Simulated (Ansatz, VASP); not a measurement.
## One calculation of Ge4Se3, two programs

```xyz
7
Lattice="5.5454 0.0000 0.0000 0.0000 5.5454 0.0000 0.0000 0.0000 5.5454" Properties=species:S:1:pos:R:3 pbc="T T T"
Ge    3.8242    3.8242    3.8242
Ge    1.7211    1.7211    3.8242
Ge    1.7211    3.8242    1.7211
Ge    3.8242    1.7211    1.7211
Se    0.0000    0.0000    2.7727
Se    2.7727    0.0000    0.0000
Se    0.0000    2.7727    0.0000
```

Change from the starting cell: species swapped into the Ge3As4 type (P-43m, No. 215).

Alike in both runs: functional PBE; k mesh 4 × 4 × 4; occupations gaussian, width 0.1 eV; no spin polarisation.

Ansatz relaxed the structure, and its values are those at the end. VASP's run is a single point on that final structure, the one shown.

```csv
,VASP,Ansatz
version,VASP 6.6.1,Ansatz 0.2.0
potentials or method,"VASP PAW PBE potentials, release 64 (Ge_d, Se), cutoff 520 eV","scalar-relativistic, plane waves, PAW"
valence electrons in the cell,74,104
```

Ansatz gave:

| Item | Value |
| --- | --- |
| gap on the k mesh at the Fermi level (eV) | none |
| pressure (GPa) | -0.1 |
| rms of the force components (eV/Å) | 0.011 |

Task: Which values does VASP return?

Result: gap on the k mesh at the Fermi level (eV): none; pressure (GPa): -0.1; rms of the force components (eV/Å): 0.016.

A gap of «none» marks a metal or a gap that the smearing closes. VASP's potentials hold 74 valence electrons a cell and Ansatz's 104, so a difference there can come from the potentials and not from the codes.
